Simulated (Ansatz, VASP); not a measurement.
Two plane-wave programs on CaO

```xyz
2
Lattice="0.0000 2.3557 2.3557 2.3557 0.0000 2.3557 2.3557 2.3557 0.0000" Properties=species:S:1:pos:R:3 pbc="T T T"
Ca    0.0000    0.0000    0.0000
O     2.3557    2.3557    2.3557
```

Alike in both runs: functional LDA; k mesh 8 × 8 × 8; occupations gaussian, width 0.1 eV; no spin polarisation.

Ansatz relaxed the structure, and its values are those at the end. VASP's run is a single point on that final structure, the one shown.

|  | VASP | Ansatz |
| --- | --- | --- |
| version | VASP 6.6.1 | Ansatz 0.2.0 |
| potentials or method | VASP PAW LDA potentials, release 64 (Ca_sv, O), cutoff 600 eV | scalar-relativistic, plane waves, PAW |
| valence electrons in the cell | 16 | 16 |

```tsv
	VASP	Ansatz	Ansatz less VASP
gap on the k mesh at the Fermi level (eV)	3.42	3.45	+0.028
least direct gap on the mesh (eV)	3.78	3.81	+0.029
pressure (GPa)	0.6	-0.3	-0.89
```

Ansatz warns that its potentials were made for another functional, while VASP's fit it. LDA's correlation is that of Perdew and Zunger in VASP and of Perdew and Wang (1992) in Ansatz.
